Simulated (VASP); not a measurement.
Write the native input for VASP 6.6.1 that does the following.

| Property | Result |
| --- | --- |
| Task | relaxation of the atoms |
| Functional | LDA |
| Potentials or basis | VASP PAW LDA potentials, release 64 (Al, N) |
| Cutoff | 520 eV |
| k mesh | 9 × 9 × 6 |
| Occupations | gaussian, width 0.05 eV |
| Spin | no spin polarisation |
| Dipole correction | no |
| Further INCAR settings | ALGO = Normal; EDIFF = 1e-06; IBRION = 2; EDIFFG = -0.01; NSW = 50 |

The structure of AlN lies in POSCAR:

```
AlN
1.0
    3.1813000000      0.0000000000      0.0000000000
   -1.5906500000      2.7550866171      0.0000000000
    0.0000000000      0.0000000000      5.3391000000
Al N
2 2
Direct
    0.3333333333      0.6666666667      0.0015210172
    0.6666666667      0.3333333333      0.5015210172
    0.3333333333      0.6666666667      0.3834789828
    0.6666666667      0.3333333333      0.8834789828
```

The input as run:

INCAR

```
SYSTEM = AlN
  ALGO = Normal
  EDIFF = 1E-6
  EDIFFG = -0.01
  ENCUT = 520
  IBRION = 2
  ISIF = 2
  ISMEAR = 0
  LASPH = .TRUE.
  LCHARG = .FALSE.
  LREAL = .FALSE.
  LWAVE = .FALSE.
  NELM = 100
  NSW = 50
  PREC = Accurate
  SIGMA = 0.05
```

KPOINTS

```
k-points
0
G
  9 9 6
  0 0 0
```

Potentials or basis: VASP PAW LDA potentials, release 64 (Al, N).

Launch:

```bash
$ cat potpaw_LDA.64/Al/POTCAR potpaw_LDA.64/N/POTCAR > POTCAR
$ mpirun -np 1 vasp_std > vasp.out
```

It gave:

```
Energy gained by relaxing : 1.4 meV/atom
Ionic steps               : 3
Pressure after relaxing   : -21.3 GPa
Band gap on the k mesh    : 3.28 eV, direct
```

Wall time 88 s on 1 thread of AMD EPYC 7R13, with other jobs on the host, peak memory 0.12 GiB.
